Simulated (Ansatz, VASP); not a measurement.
## One calculation of Zn, two programs

```
Zn
1.0
     2.69134    0.00000    0.00000
    -1.34567    2.33077    0.00000
     0.00000    0.00000    5.05803
Zn
2
Direct
  0.33333 0.66667 0.25000
  0.66667 0.33333 0.75000
```

Alike in both runs: functional RPBE; k mesh 13 × 13 × 7; occupations fermi-dirac, width 0.1 eV; no spin polarisation.

Ansatz relaxed the structure, and its values are those at the end. VASP's run is a single point on that final structure, the one shown.

|  | VASP | Ansatz |
| --- | --- | --- |
| version | VASP 6.6.1 | Ansatz 0.2.0 |
| potentials or method | VASP PAW PBE potentials, release 64 (Zn), cutoff 520 eV | plane waves (420 eV) with PAW, scalar-relativistic |
| valence electrons in the cell | 24 | 24 |

VASP gave:

- pressure (GPa): 0.3

Question: Which values does Ansatz return?

Answer: Pressure (GPa): 0.0.

VASP's potentials were made for PBE, not for RPBE.
